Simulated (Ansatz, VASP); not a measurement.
**FeNiC4N4: VASP beside Ansatz**

```
CELL_PARAMETERS angstrom
5.78121 0.00000 0.00000
0.00000 5.78121 0.00000
0.00000 0.00000 5.78121
ATOMIC_POSITIONS crystal
Fe 0.50000 0.50000 0.50000
Ni 0.00000 0.00000 0.00000
C 0.18955 0.18955 0.18955
C 0.18955 0.81045 0.81045
C 0.81045 0.18955 0.81045
C 0.81045 0.81045 0.18955
N 0.30707 0.30707 0.30707
N 0.30707 0.69293 0.69293
N 0.69293 0.30707 0.69293
N 0.69293 0.69293 0.30707
```

Alike in both runs: functional PBE; k mesh 4 × 4 × 4; occupations gaussian, width 0.1 eV; collinear spin.

Ansatz relaxed the structure, and its values are those at the end. VASP's run is a single point on that final structure, the one shown.

|  | VASP | Ansatz |
| --- | --- | --- |
| version | VASP 6.6.1 | Ansatz 0.2.0 |
| potentials or method | VASP PAW PBE potentials, release 64 (Fe, Ni, C, N), cutoff 520 eV | scalar-relativistic, plane waves, PAW |
| valence electrons in the cell | 54 | 70 |

```csv
,VASP,Ansatz,Ansatz less VASP
gap on the k mesh at the Fermi level (eV),none,none,-
pressure (GPa),-0.4,-0.2,+0.17
rms of the force components (eV/Å),0.470,0.006,-0.4633
net moment per atom (μB),0.40,0.60,+0.205
size of the moment on the site where the two differ most (μB),0.25,1.11,+0.857
```

The net moments are unlike, so the other rows may belong to different states. Site moments also hang on the region over which each program counts them. A gap of «none» marks a metal or a gap that the smearing closes. VASP's potentials hold 54 valence electrons a cell and Ansatz's 70, so a difference there can come from the potentials and not from the codes.

Noted on VASP's run: the standard files for N, O and F lose accuracy on very short bonds.
